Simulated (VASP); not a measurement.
**Zn: electric field gradients with PBE**

Zn:

```
CELL_PARAMETERS angstrom
2.68245 0.00000 0.00000
-1.34122 2.32307 0.00000
0.00000 0.00000 4.97946
ATOMIC_POSITIONS crystal
Zn 0.33333 0.66667 0.25000
Zn 0.66667 0.33333 0.75000
```

```
Program                : VASP 6.6.1
Task                   : electric field gradients
Functional             : PBE
Potentials or basis    : VASP PAW PBE potentials, release 64 (Zn)
Cutoff                 : 520 eV
k mesh                 : 16 × 16 × 8
Occupations            : fermi-dirac, width 0.03 eV
Spin                   : no spin polarisation
Dipole correction      : no
Further INCAR settings : ALGO = Normal; EDIFF = 1e-08; NBANDS = 19
```

```json
{"Pressure": "-1.5 GPa", "Band gap on the k mesh": "zero (bands 12 and 13 overlap by 4.30 eV)", "Largest electric field gradient by atom": "Zn +36.7 V/Å²"}
```

Levels at points of the mesh, in eV from the Fermi level:
```csv
k point,band 8,band 9,band 10,band 11,band 12,band 13,band 14,band 15,band 16,band 17
"(0.00, 0.00, 0.00)",-7.33,-7.33,-7.13,-7.13,-3.59,-3.12,13.38,16.99,17.10,17.10
"(0.50, 0.00, 0.00)",-7.14,-6.96,-6.94,-2.84,-2.22,2.51,3.46,3.90,5.60,9.95
"(0.00, 0.00, 0.50)",-7.62,-7.21,-7.21,-7.21,-7.21,4.47,4.47,18.36,18.36,18.36
"(0.50, 0.00, 0.50)",-7.15,-6.95,-6.95,-1.87,-1.87,0.01,0.01,9.94,9.94,11.73
```

Electric field gradients, principal values (V/Å²):
```
atom    least   middle  greatest (by size)
1 Zn  -18.322  -18.338              36.660
2 Zn  -18.322  -18.338              36.660
```

Run time: 110 s on 1 thread of Intel Xeon 8259CL, with other jobs on the host, peak memory 0.19 GiB.

Caveat: without QUAD_EFG the Cq values of the log hold for a quadrupole moment of 1 mb, not for the nuclei.
